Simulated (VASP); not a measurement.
Crystal: AlNi3.

```
Ni Al
1.0
     3.52305    0.00000    0.00000
     0.00000    3.52305    0.00000
     0.00000    0.00000    3.52305
Ni Al
3 1
Cartesian
  1.7615 1.7615 0.0000
  1.7615 0.0000 1.7615
  0.0000 1.7615 1.7615
  0.0000 0.0000 0.0000
```

```yaml
Program: VASP 6.6.1
Task: relaxation of cell and atoms
Functional: revPBE
Potentials_or_basis: VASP PAW PBE potentials, release 64 (Ni, Al)
Cutoff: 600 eV
k_mesh: 8 × 8 × 8
Occupations: fermi-dirac, width 0.05 eV
Spin: collinear spin, ferromagnetic start
Starting_moments: "[1.0, 1.0, 1.0, 0.0] μB"
```

At the start: pressure 10.9 GPa; volume 10.93 Å³/atom.

**Question.** Where does the relaxation end?

**Answer.** Over 3 steps the energy falls by 20.5 meV/atom and the volume is 11.57 Å³/atom (+5.9 %); space group Pm-3m (No. 221, to 0.1 Å) before and after; moment 0.72 μB per cell.

Step by step:
| step | energy change (eV) | largest force (eV/Å) | pressure (GPa) | volume (Å³) |
| --- | --- | --- | --- | --- |
| 1 | 0.0000 | 0.0000 | 10.86 | 43.73 |
| 2 | -0.0263 | 0.0000 | -7.35 | 48.59 |
| 3 | -0.0820 | 0.0000 | -0.04 | 46.29 |

Final structure:
```
CELL_PARAMETERS angstrom
3.59051 0.00000 0.00000
0.00000 3.59051 0.00000
0.00000 0.00000 3.59051
ATOMIC_POSITIONS crystal
Ni 0.50000 0.50000 0.00000
Ni 0.50000 0.00000 0.50000
Ni 0.00000 0.50000 0.50000
Al 0.00000 0.00000 0.00000
```

Caveat: the PAW data sets were made with another functional, which shifts forces and pressure a little.
